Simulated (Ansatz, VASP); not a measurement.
**One calculation of Al3Cu2, two programs**

```xyz
5
Lattice="4.0986 0.0000 0.0000 -2.0493 3.5495 0.0000 0.0000 0.0000 4.9821" Properties=species:S:1:pos:R:3 pbc="T T T"
Al    0.0000    0.0000    0.0000
Al    0.0000    2.3663    1.7512
Al    2.0493    1.1832    3.2309
Cu    0.0000    2.3663    4.1964
Cu    2.0493    1.1832    0.7857
```

Alike in both runs: task single point; functional PBEsol; k mesh 12 × 12 × 10; occupations gaussian, width 0.15 eV; no spin polarisation.

|  | VASP | Ansatz |
| --- | --- | --- |
| version | VASP 6.6.1 | Ansatz 0.2.0 |
| potentials or method | VASP PAW PBE potentials, release 64 (Al, Cu), cutoff 520 eV | scalar-relativistic, plane waves, PAW |
| valence electrons in the cell | 31 | 47 |

VASP gave:

```
gap on the k mesh at the Fermi level (eV)                     : none
pressure (GPa)                                                : 0.4
traceless stress, the component that is largest in VASP (GPa) : 0.20
```

What did Ansatz give for the same quantities?

gap on the k mesh at the Fermi level (eV): none; pressure (GPa): 0.0; traceless stress, the component that is largest in VASP (GPa): 0.17.

VASP's potentials were made for PBE, not for PBEsol. A gap of «none» marks a metal or a gap that the smearing closes. VASP's potentials hold 31 valence electrons a cell and Ansatz's 47, so a difference there can come from the potentials and not from the codes.
